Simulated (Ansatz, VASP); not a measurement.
**ZnBH6 in VASP and in Ansatz**

```xyz
8
Lattice="0.0000 3.7047 3.7047 3.7047 0.0000 3.7047 3.7047 3.7047 0.0000" Properties=species:S:1:pos:R:3 pbc="T T T"
Zn    0.0000    0.0000    0.0000
B     3.7047    3.7047    3.7047
H     1.8524    3.7047    3.7047
H     5.5571    3.7047    3.7047
H     3.7047    1.8524    3.7047
H     3.7047    5.5571    3.7047
H     3.7047    3.7047    1.8524
H     3.7047    3.7047    5.5571
```

Alike in both runs: task single point; functional PBE; k mesh 4 × 4 × 4; occupations gaussian, width 0.1 eV; no spin polarisation.

|  | VASP | Ansatz |
| --- | --- | --- |
| version | VASP 6.6.1 | Ansatz 0.2.0 |
| potentials or method | VASP PAW PBE potentials, release 64 (Zn, B, H), cutoff 520 eV | scalar-relativistic, plane waves, PAW |
| valence electrons in the cell | 21 | 21 |

|  | VASP | Ansatz | Ansatz less VASP |
| --- | --- | --- | --- |
| gap on the k mesh at the Fermi level (eV) | none | none | - |
| pressure (GPa) | -14.6 | -14.6 | +0.02 |

A gap of «none» marks a metal or a gap that the smearing closes. With one functional, cell and mesh, what is left measures potentials, basis and numerics.

The k mesh is coarse, so the values compare programs but aren't converged.
